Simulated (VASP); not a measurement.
# NaCl (Fm-3m) in VASP: further runs

Aim: see how the results for NaCl move with the level of theory and the settings. Levels: r2SCAN, HSE06. Tasks: single point.

Everything below comes from runs of VASP 6.6.1. Logs are shortened: lines on timing, memory, paths and dates and some standing lists are left out, and cuts for length are marked.

### Step 1. The cell of the first run

It takes space group Fm-3m (No. 225, cubic). The conventional cell has a = 5.605 Å, b = 5.605 Å, c = 5.605 Å, α = 90.00°, β = 90.00°, γ = 90.00°. Na (site symmetry m-3m) has 6 Cl at 2.80 Å within 3.7 Å. Within 3.7 Å of Cl (site symmetry m-3m) lie 6 Na at 2.80 Å.

### Step 2. Single point, r2SCAN

POSCAR reads:

```
NaCl
1.0
    0.0000000000      2.8027319616      2.8027319616
    2.8027319616      0.0000000000      2.8027319616
    2.8027319616      2.8027319616      0.0000000000
Na Cl
1 1
Direct
    0.0000000000      0.0000000000      0.0000000000
    0.5000000000      0.5000000000      0.5000000000
```

INCAR.step1 reads:

```
  PREC = Accurate
  ENCUT = 520
  ISMEAR = 0
  SIGMA = 0.01
  LREAL = False
  LASPH = True
  NELM = 80
  NBANDS = 14
  GGA = PE
  ALGO = Normal
  EDIFF = 1E-4
  LWAVE = True
  LCHARG = False
```

INCAR.step2 reads:

```
  PREC = Accurate
  ENCUT = 520
  EDIFF = 1E-6
  ISMEAR = 0
  SIGMA = 0.01
  LREAL = False
  LASPH = True
  NELM = 80
  ALGO = Normal
  ISIF = 2
  LWAVE = False
  LCHARG = True
  METAGGA = R2SCAN
  LMIXTAU = True
  LELF = True
  LVHAR = True
  NBANDS = 14
  ISTART = 1
```

KPOINTS reads:

```
regular mesh
0
Gamma
  6 6 6
```

Potentials or basis: VASP PAW PBE potentials, release 64 (Na_pv, Cl).

Command:

```sh
$ cat potpaw_PBE.64/Na_pv/POTCAR potpaw_PBE.64/Cl/POTCAR > POTCAR
$ cp INCAR.step1 INCAR
$ mpirun -np 1 vasp_std > vasp.out
$ cp INCAR.step2 INCAR
$ mpirun -np 1 vasp_std > vasp.out
```

OUTCAR:

```text
PREC = Accurate
   ENCUT = 520
   EDIFF = 1E-6
   ISMEAR = 0
   LREAL = False
   LASPH = True
   NELM = 80
   ISIF = 2
   METAGGA = R2SCAN
   ISTART = 1

 ion  position               nearest neighbor table
   1  0.000  0.000  0.000-
   2  0.500  0.500  0.500-

  LATTYP: Found a face centered cubic cell.
 ALAT       =     5.6054639232

  Lattice vectors:

 A1 = (   0.0000000000,   2.8027319616,   2.8027319616)
 A2 = (   2.8027319616,   0.0000000000,   2.8027319616)
 A3 = (   2.8027319616,   2.8027319616,   0.0000000000)

Analysis of symmetry for initial positions (statically):
=====================================================================
 Subroutine PRICEL returns:
 Original cell was already a primitive cell.

 Routine SETGRP: Setting up the symmetry group for a
 face centered cubic supercell.

 Subroutine GETGRP returns: Found 48 space group operations
 (whereof 48 operations were pure point group operations)
 out of a pool of 48 trial point group operations.

The static configuration has the point symmetry O_h .

Analysis of symmetry for dynamics (positions and initial velocities):
=====================================================================
 Subroutine PRICEL returns:
 Original cell was already a primitive cell.

 Routine SETGRP: Setting up the symmetry group for a
 face centered cubic supercell.

 Subroutine GETGRP returns: Found 48 space group operations
 (whereof 48 operations were pure point group operations)
 out of a pool of 48 trial point group operations.

The dynamic configuration has the point symmetry O_h .

 Subroutine INISYM returns: Found 48 space group operations
 (whereof 48 operations are pure point group operations),
 and found     1 'primitive' translations

----------------------------------------------------------------------------------------

                                     Primitive cell

  volume of cell :      44.0326

  direct lattice vectors                    reciprocal lattice vectors
     0.000000000  2.802731962  2.802731962    -0.178397366  0.178397366  0.178397366
     2.802731962  0.000000000  2.802731962     0.178397366 -0.178397366  0.178397366
     2.802731962  2.802731962  0.000000000     0.178397366  0.178397366 -0.178397366

  length of vectors
     3.963661552  3.963661552  3.963661552     0.308993302  0.308993302  0.308993302

[... 79 lines left out ...]
   POTIM  = 0.5000    time-step for ionic-motion
   TEBEG  =    0.0;   TEEND  =   0.0 temperature during run
   PSTRESS=    0.0 pullay stress
   NELECT =      14.0000    total number of electrons
   NUPDOWN=      -1.0000    fix difference up-down
   EMIN   =  10.00;   EMAX   =-10.00  energy-range for DOS
   EFERMI =   0.00;   METHOD = LEGACY
   ISMEAR =     0;   SIGMA  =   0.01  broadening in eV -4-tet -1-fermi 0-gaus
   EFERMI_NEDOS =   21; number of points for ismear=-14 and -15
   IALGO  =     38    algorithm
   IMIX   =      4    mixing-type and parameters
     AMIX     =   0.40;   BMIX     =  1.00
     AMIX_MAG =   1.60;   BMIX_MAG =  1.00
  volume/ion in A,a.u.               =      22.02       148.57
  Fermi-wavevector in a.u.,A,eV,Ry     =   1.117359  2.111502 16.986744  1.248490
  Thomas-Fermi vector in A             =   2.253981
   LORBIT       =      0    0 simple, 1 ext, 2 COOP (PROOUT), +10 PAW based schemes
   METAGGA = R2SCAN    functional components
   LHFCALC =     F    Hartree Fock is set to
   AEXX    =    0.0000 exact exchange contribution
   IVDW    =     0    specifies the selected vdW correction
   LEPSILON=     F    determine dielectric tensor
   LRPA    =     F    only Hartree local field effects (RPA)
 non-spin polarized calculation
 Gauss-broadening in eV      SIGMA  =   0.01
  energy-cutoff  :      520.00
  volume of cell :       44.03
 maximum number of plane-waves:      1243
 NGX is ok and might be reduce to    30
   NGX = 15   NGY = 15   NGZ = 15

 number of electron      14.0000003 magnetization

 Free energy of the ion-electron system (eV)
  ---------------------------------------------------
  ext. energy  EPLUGINS =         0.00000000
  ---------------------------------------------------
  free energy    TOTEN  =       -13.79007309 eV

  energy without entropy =      -13.79007309  energy(sigma->0) =      -13.79007309

 E-fermi :  -0.9527     XC(G=0):  -8.7307

 val. band max:       -1.0573616336   @ k =   0.0000   0.0000   0.0000
 cond. band min:       4.9408032640   @ k =   0.0000   0.0000   0.0000
 fundamental gap:      5.9981648976
 Fermi energy:        -0.9527099295

 k-point     1 :       0.0000    0.0000    0.0000
  band No.  band energies     occupation
      1     -22.5428      2.00000
      2     -22.5425      2.00000
      3     -22.5425      2.00000
      4     -14.3222      2.00000
      5      -1.0574      2.00000
      6      -1.0574      2.00000
      7      -1.0574      2.00000
      8       4.9408      0.00000
      9      10.7204      0.00000
     10      10.7204      0.00000
     11      10.7204      0.00000
     12      12.9929      0.00000
     13      12.9929      0.00000
     14      14.6262      0.00000
[... 241 lines left out ...]
      1     -22.5599      2.00000
      2     -22.5538      2.00000
      3     -22.5526      2.00000
      4     -13.8979      2.00000
      5      -2.5543      2.00000
      6      -2.0089      2.00000
      7      -1.7978      2.00000
      8       8.3211      0.00000
      9       8.4496      0.00000
     10      10.3053      0.00000
     11      12.0502      0.00000
     12      15.3959      0.00000
     13      16.1682      0.00000
     14      16.3648      0.00000

------------------------ aborting loop because EDIFF is reached ----------------------------------------

  FORCE on cell =-STRESS in cart. coord.  units (eV):
  Direction    XX          YY          ZZ          XY          YZ          ZX
  --------------------------------------------------------------------------------------
  -------------------------------------------------------------------------------------
  Total       -0.0411654     -0.0411654     -0.0411654      0.0000000      0.0000000      0.0000000
  in kB       -1.4978480     -1.4978480     -1.4978480      0.0000000      0.0000000      0.0000000
  external PRESSURE =      -1.4978480 kB  Pullay stress =       0.0000000 kB

 VOLUME and BASIS-vectors are now :
 -----------------------------------------------------------------------------
  energy-cutoff  :      520.00
  volume of cell :       44.03
      direct lattice vectors                 reciprocal lattice vectors
     0.000000000  2.802731962  2.802731962    -0.178397366  0.178397366  0.178397366
     2.802731962  0.000000000  2.802731962     0.178397366 -0.178397366  0.178397366
     2.802731962  2.802731962  0.000000000     0.178397366  0.178397366 -0.178397366

 POSITION                                       TOTAL-FORCE (eV/Angst)
 -----------------------------------------------------------------------------------
      0.00000      0.00000      0.00000         0.000000      0.000000     -0.000000
      2.80273      2.80273      2.80273        -0.000000     -0.000000      0.000000
 -----------------------------------------------------------------------------------
    total drift:                               -0.000000      0.000000      0.000000

  FREE ENERGIE OF THE ION-ELECTRON SYSTEM (eV)
  ---------------------------------------------------
  free  energy   TOTEN  =       -13.7900730930 eV

  energy  without entropy=      -13.7900730930  energy(sigma->0) =      -13.79007309
```

OUTCAR.step1:

```text
PREC = Accurate
   ENCUT = 520
   ISMEAR = 0
   LREAL = False
   LASPH = True
[... 483 lines left out ...]
      0.00000      0.00000      0.00000        -0.000000     -0.000000     -0.000000
      2.80273      2.80273      2.80273         0.000000      0.000000      0.000000
 -----------------------------------------------------------------------------------
    total drift:                               -0.000000      0.000000      0.000000

  FREE ENERGIE OF THE ION-ELECTRON SYSTEM (eV)
  ---------------------------------------------------
  free  energy   TOTEN  =        -6.7694180021 eV

  energy  without entropy=       -6.7694180021  energy(sigma->0) =       -6.76941800
```

Run time: 39 s. Hardware: 1 thread of AMD EPYC 7R13 (Zen 3), shared host; peak memory 0.13 GiB.

Results:

| Item | Value |
| --- | --- |
| Free energy | -13.7901 eV |
| Pressure | -0.1 GPa |
| Band gap on the k mesh | 6.00 eV, direct |

Caveat: the PAW data sets were made with another functional, which shifts forces and pressure a little. r2SCAN opens gaps a little over a GGA but as a rule still falls short of measured ones.

### Step 3. Single point, HSE06

POSCAR is that of step 2.

INCAR.step1 reads:

```
SYSTEM = NaCl
PREC = Accurate ; ENCUT = 520
EDIFF = 1E-5 ; ISMEAR = 0
SIGMA = 0.01 ; LREAL = .FALSE.
LASPH = .TRUE. ; NELM = 100
ALGO = Normal ; ISIF = 2
LWAVE = .TRUE. ; LCHARG = .FALSE.
GGA = PE ; NBANDS = 14
```

INCAR.step2 reads:

```
SYSTEM = NaCl
PREC = Accurate ; ENCUT = 520
EDIFF = 1E-6 ; ISMEAR = 0
SIGMA = 0.01 ; LREAL = .FALSE.
LASPH = .TRUE. ; NELM = 100
ALGO = Normal ; ISIF = 2
LWAVE = .FALSE. ; LCHARG = .FALSE.
GGA = PE ; LHFCALC = .TRUE.
HFSCREEN = 0.2079 ; PRECFOCK = Normal
ISTART = 1 ; NBANDS = 14
```

KPOINTS reads:

```
regular mesh
0
G
  4 4 4
  0 0 0
```

Potentials or basis: VASP PAW PBE potentials, release 64 (Na_pv, Cl).

Command:

```sh
$ cat potpaw_PBE.64/Na_pv/POTCAR potpaw_PBE.64/Cl/POTCAR > POTCAR
$ cp INCAR.step1 INCAR
$ mpirun -np 1 vasp_std > vasp.out
$ cp INCAR.step2 INCAR
$ mpirun -np 1 vasp_std > vasp.out
```

It took 2.8 min on 1 thread of AMD EPYC 7R13 (Zen 3), shared host; peak memory 0.23 GiB.

It converged, with:

| Property | Result |
| --- | --- |
| Free energy | -7.8742 eV |
| Pressure | 0.7 GPa |
| Band gap on the k mesh | 6.55 eV, direct |

Levels at points of the mesh, in eV from the valence-band top:
| k point | band 5 | band 6 | band 7 | band 8 | band 9 | band 10 |
| --- | --- | --- | --- | --- | --- | --- |
| (0.00, 0.00, 0.00) | 0.00 | 0.00 | 0.00 | 6.55 | 12.64 | 12.64 |
| (0.50, 0.00, 0.00) | -2.10 | -0.29 | -0.29 | 8.66 | 12.40 | 12.55 |
| (0.50, 0.50, 0.00) | -1.83 | -0.66 | -0.66 | 9.05 | 9.40 | 13.03 |

Caveat: the k points lie up to 0.49 Å⁻¹ apart; the PAW data sets were made with another functional, which shifts forces and pressure a little.
